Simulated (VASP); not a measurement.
# Hg3Os (Pm-3m) in VASP: relaxation of cell and atoms with PBE

Aim: the relaxation of cell and atoms of Hg3Os with PBE.

Program: VASP 6.6.1. These are calculated values, not measurements. Logs are shortened: lines on timing, memory, paths and dates and some standing lists are left out, and cuts for length are marked.

## 1. The cell of the first run

The structure is cubic, space group Pm-3m (No. 221). The conventional cell has a = 5.280 Å, b = 5.280 Å, c = 5.280 Å, α = 90.00°, β = 90.00°, γ = 90.00°. Hg (site symmetry 4/mmm) has 2 Os at 2.64 Å within 3.5 Å. Os (site symmetry m-3m) has 6 Hg at 2.64 Å within 3.5 Å.

## 2. Relaxation of cell and atoms, PBE

INCAR reads:

```
SYSTEM = Hg3Os
PREC = Accurate
ENCUT = 600
EDIFF = 1E-7
ISMEAR = 0
SIGMA = 0.1
LREAL = .False.
LASPH = .True.
NELM = 120
ALGO = Normal
ISIF = 3
LWAVE = .False.
LCHARG = .False.
GGA = PE
IBRION = 2
NSW = 100
EDIFFG = -0.01
GGA_COMPAT = .False.
NELMIN = 4
```

KPOINTS reads:

```
Automatic mesh
0
Gamma
  10 10 10
  0 0 0
```

POSCAR reads:

```
Hg3Os
1.0
    5.2801921466      0.0000000000      0.0000000000
    0.0000000000      5.2801921466      0.0000000000
    0.0000000000      0.0000000000      5.2801921466
Hg Os
3 1
Direct
    0.5000000000      0.0000000000      0.0000000000
    0.0000000000      0.5000000000      0.0000000000
    0.0000000000      0.0000000000      0.5000000000
    0.0000000000      0.0000000000      0.0000000000
```

Potentials or basis: VASP PAW PBE potentials, release 64 (Hg, Os).

On the command line:

```sh
$ cat potpaw_PBE.64/Hg/POTCAR potpaw_PBE.64/Os/POTCAR > POTCAR
$ mpirun -np 1 vasp_std > vasp.out
```

OUTCAR:

```text
SYSTEM = Hg3Os
   PREC = Accurate
   ENCUT = 600
   EDIFF = 1E-7
   ISMEAR = 0
   LREAL = .False.
   LASPH = .True.
   NELM = 120
   ISIF = 3
   GGA = PE
   IBRION = 2
   NSW = 100
   EDIFFG = -0.01
   NELMIN = 4

 ion  position               nearest neighbor table
   1  0.500  0.000  0.000-   4 2.64   4 2.64   2 3.73   3 3.73   2 3.73   2 3.73   3 3.73   3 3.73
                             3 3.73   2 3.73
   2  0.000  0.500  0.000-   4 2.64   4 2.64   1 3.73   3 3.73   1 3.73   3 3.73   3 3.73   3 3.73
                             1 3.73   1 3.73
   3  0.000  0.000  0.500-   4 2.64   4 2.64   1 3.73   1 3.73   2 3.73   2 3.73   2 3.73   2 3.73
                             1 3.73   1 3.73
   4  0.000  0.000  0.000-   1 2.64   2 2.64   3 2.64   3 2.64   2 2.64   1 2.64

  LATTYP: Found a simple cubic cell.
 ALAT       =     5.2801921466

  Lattice vectors:

 A1 = (   5.2801921466,   0.0000000000,   0.0000000000)
 A2 = (   0.0000000000,   5.2801921466,   0.0000000000)
 A3 = (   0.0000000000,   0.0000000000,   5.2801921466)

Analysis of symmetry for initial positions (statically):
=====================================================================
 Subroutine PRICEL returns:
 Original cell was already a primitive cell.

 Routine SETGRP: Setting up the symmetry group for a
 simple cubic supercell.

 Subroutine GETGRP returns: Found 48 space group operations
 (whereof 48 operations were pure point group operations)
 out of a pool of 48 trial point group operations.

The static configuration has the point symmetry O_h .

Analysis of symmetry for dynamics (positions and initial velocities):
=====================================================================
 Subroutine PRICEL returns:
 Original cell was already a primitive cell.

 Routine SETGRP: Setting up the symmetry group for a
 simple cubic supercell.

 Subroutine GETGRP returns: Found 48 space group operations
 (whereof 48 operations were pure point group operations)
 out of a pool of 48 trial point group operations.

The dynamic configuration has the point symmetry O_h .

 Subroutine INISYM returns: Found 48 space group operations
 (whereof 48 operations are pure point group operations),
 and found     1 'primitive' translations

----------------------------------------------------------------------------------------

                                     Primitive cell

  volume of cell :     147.2140

[... 95 lines left out ...]
   NSW    =    100    number of steps for IOM
   IBRION =      2    ionic relax: 0-MD 1-quasi-New 2-CG
   NFREE  =      1    steps in history (QN), initial steepest desc. (CG)
   ISIF   =      3    stress and relaxation
   ISYM   =      2    0-nonsym 1-usesym 2-fastsym
   POTIM  = 0.5000    time-step for ionic-motion
   TEBEG  =    0.0;   TEEND  =   0.0 temperature during run
   PSTRESS=    0.0 pullay stress
   NELECT =      44.0000    total number of electrons
   NUPDOWN=      -1.0000    fix difference up-down
   EMIN   =  10.00;   EMAX   =-10.00  energy-range for DOS
   EFERMI =   0.00;   METHOD = LEGACY
   ISMEAR =     0;   SIGMA  =   0.10  broadening in eV -4-tet -1-fermi 0-gaus
   EFERMI_NEDOS =   21; number of points for ismear=-14 and -15
   IALGO  =     38    algorithm
   IMIX   =      4    mixing-type and parameters
     AMIX     =   0.40;   BMIX     =  1.00
     AMIX_MAG =   1.60;   BMIX_MAG =  1.00
  volume/ion in A,a.u.               =      36.80       248.36
  Fermi-wavevector in a.u.,A,eV,Ry     =   1.094568  2.068433 16.300850  1.198079
  Thomas-Fermi vector in A             =   2.230875
   LORBIT       =      0    0 simple, 1 ext, 2 COOP (PROOUT), +10 PAW based schemes
   GGA     = PE    functional components
   LHFCALC =     F    Hartree Fock is set to
   AEXX    =    0.0000 exact exchange contribution
   IVDW    =     0    specifies the selected vdW correction
   LEPSILON=     F    determine dielectric tensor
   LRPA    =     F    only Hartree local field effects (RPA)
 conjugate gradient relaxation of ions
 non-spin polarized calculation
 Gauss-broadening in eV      SIGMA  =   0.10
  energy-cutoff  :      600.00
  volume of cell :      147.21
 maximum number of plane-waves:      4945
   NGX = 21   NGY = 21   NGZ = 21

--------------------------------------- Ionic step        1  -------------------------------------------

 number of electron      44.0000013 magnetization

 Free energy of the ion-electron system (eV)
  ---------------------------------------------------
  ext. energy  EPLUGINS =         0.00000000
  ---------------------------------------------------
  free energy    TOTEN  =        -8.39237129 eV

  energy without entropy =       -8.36687604  energy(sigma->0) =       -8.37962366

------------------------ aborting loop because EDIFF is reached ----------------------------------------

  FORCE on cell =-STRESS in cart. coord.  units (eV):
  Direction    XX          YY          ZZ          XY          YZ          ZX
  --------------------------------------------------------------------------------------
  -------------------------------------------------------------------------------------
  Total        0.5344352      0.5344352      0.5344352     -0.0000000     -0.0000000      0.0000000
  in kB        5.8164288      5.8164288      5.8164288     -0.0000000     -0.0000000      0.0000000
  external PRESSURE =       5.8164288 kB  Pullay stress =       0.0000000 kB
[... 63 lines left out ...]
--------------------------------------- Ionic step        3  -------------------------------------------

 number of electron      44.0000017 magnetization

 Free energy of the ion-electron system (eV)
  ---------------------------------------------------
  ext. energy  EPLUGINS =         0.00000000
  ---------------------------------------------------
  free energy    TOTEN  =        -8.39585396 eV

  energy without entropy =       -8.36994457  energy(sigma->0) =       -8.38289926

 E-fermi :  -0.4337     XC(G=0):  -7.9683

 val. band max:       -0.4376063608   @ k =   0.4000   0.3000   0.3000
 cond. band min:      -0.4091109038   @ k =   0.2000   0.2000   0.0000
 fundamental gap:      0.0284954570
 Fermi energy:        -0.4336754695

 k-point     1 :       0.0000    0.0000    0.0000
  band No.  band energies     occupation
      1      -8.0868      2.00000
      2      -7.2628      2.00000
      3      -7.2628      2.00000
      4      -6.9887      2.00000
      5      -6.9887      2.00000
      6      -6.9887      2.00000
[... 685 lines left out ...]
     25       3.8285      0.00000
     26       3.8994      0.00000

 [... further k-points ...]
[... 5 lines left out ...]
  --------------------------------------------------------------------------------------
  -------------------------------------------------------------------------------------
  Total        0.0027182      0.0027182      0.0027182     -0.0000000     -0.0000000      0.0000000
  in kB        0.0291957      0.0291957      0.0291957     -0.0000000     -0.0000000      0.0000000
  external PRESSURE =       0.0291957 kB  Pullay stress =       0.0000000 kB
[... 19 lines left out ...]
  FREE ENERGIE OF THE ION-ELECTRON SYSTEM (eV)
  ---------------------------------------------------
  free  energy   TOTEN  =        -8.3958539557 eV

  energy  without entropy=       -8.3699445656  energy(sigma->0) =       -8.38289926

 reached required accuracy - stopping structural energy minimisation
```

CONTCAR:

```text
Hg3Os
   1.00000000000000
     5.3034597355704678   -0.0000000000000000    0.0000000000000000
    -0.0000000000000000    5.3034597355704678   -0.0000000000000000
    -0.0000000000000000   -0.0000000000000000    5.3034597355704678
  Hg              Os
     3     1
Direct
     0.5000000000000000    0.0000000000000000    0.0000000000000000
     0.0000000000000000    0.5000000000000000    0.0000000000000000
     0.0000000000000000    0.0000000000000000    0.5000000000000000
     0.0000000000000000    0.0000000000000000    0.0000000000000000

  0.00000000E+00  0.00000000E+00  0.00000000E+00
  0.00000000E+00  0.00000000E+00  0.00000000E+00
  0.00000000E+00  0.00000000E+00  0.00000000E+00
  0.00000000E+00  0.00000000E+00  0.00000000E+00
```

Run time: 12 min. Hardware: 1 thread of Intel Xeon 8259CL, shared host; peak memory 0.45 GiB.

What came out:

```yaml
Free_energy: -8.3959 eV
Relaxed_volume: 37.29 Å³/atom
Relaxed_cell: a = 5.303 Å, b = 5.303 Å, c = 5.303 Å, α = 90.00°, β = 90.00°, γ = 90.00°
Space_group_after_relaxing_to_0.1_Å: Pm-3m (No. 221)
Energy_gained_by_relaxing: 0.9 meV/atom
Ionic_steps: 3
Pressure_after_relaxing: 0.0 GPa
Band_gap_on_the_k_mesh: zero (bands 22 and 23 overlap by 2.50 eV)
```

Step by step:
| step | energy change (eV) | largest force (eV/Å) | pressure (GPa) | volume (Å³) |
| --- | --- | --- | --- | --- |
| 1 | 0.0000 | 0.0000 | 0.58 | 147.21 |
| 2 | -0.0028 | 0.0000 | -0.25 | 150.08 |
| 3 | -0.0035 | 0.0000 | 0.00 | 149.17 |

Final structure:
```
Hg Os
1.0
     5.30346    0.00000    0.00000
     0.00000    5.30346    0.00000
     0.00000    0.00000    5.30346
Hg Os
3 1
Direct
  0.50000 0.00000 0.00000
  0.00000 0.50000 0.00000
  0.00000 0.00000 0.50000
  0.00000 0.00000 0.00000
```

Levels at points of the mesh, in eV from the Fermi level:
```csv
k point,band 18,band 19,band 20,band 21,band 22,band 23,band 24,band 25,band 26
"(0.00, 0.00, 0.00)",-2.50,0.37,0.37,0.37,1.20,1.20,1.20,3.76,3.76
"(0.50, 0.00, 0.00)",-2.50,-1.36,-0.27,-0.27,0.36,2.15,2.15,3.92,4.14
"(0.50, 0.50, 0.00)",-2.91,-1.62,-1.31,-1.27,-0.29,-0.29,2.67,3.42,4.82
"(0.50, 0.50, 0.50)",-2.43,-2.43,-1.31,-1.31,-1.31,-1.30,-1.30,3.05,3.05
```

Caveat: spin-orbit coupling is left out, which moves the levels of the heavy elements.
